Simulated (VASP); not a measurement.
**BaS: single point with HSE06**

The system is BaS.

```
Ba S
1.0
     3.83376    0.00000    0.00000
     0.00000    3.83376    0.00000
     0.00000    0.00000    3.83376
Ba S
1 1
Direct
  0.00000 0.00000 0.00000
  0.50000 0.50000 0.50000
```

| Property | Result |
| --- | --- |
| Program | VASP 6.6.1 |
| Task | single point |
| Functional | HSE06 |
| Potentials or basis | VASP PAW PBE potentials, release 64 (Ba_sv, S) |
| Cutoff | 520 eV |
| k mesh | 4 × 4 × 4 |
| Occupations | gaussian, width 0.01 eV |
| Spin | no spin polarisation |

The pressure is 0.5 GPa and the band gap on the k mesh is 2.34 eV (least direct gap 2.46 eV).

Levels at points of the mesh, in eV from the valence-band top:
```csv
k point,band 6,band 7,band 8,band 9,band 10,band 11
"(0.00, 0.00, 0.00)",-0.13,-0.13,-0.13,2.34,2.34,4.87
"(0.50, 0.00, 0.00)",-3.16,-0.77,-0.77,3.49,7.29,7.47
"(0.50, 0.50, 0.00)",-1.52,-1.52,0.00,3.14,4.33,5.35
"(0.50, 0.50, 0.50)",-3.02,-3.02,-3.02,8.63,8.63,8.63
```

It took 6.2 min on 1 thread of Intel(R) Xeon(R) Platinum 8488C (Sapphire Rapids) (shared host), peak memory 0.27 GiB.

Caveat: the PAW data sets were made with another functional, which shifts forces and pressure a little; spin-orbit coupling is left out, which moves the levels of the heavy elements. A k mesh can miss the band edges.
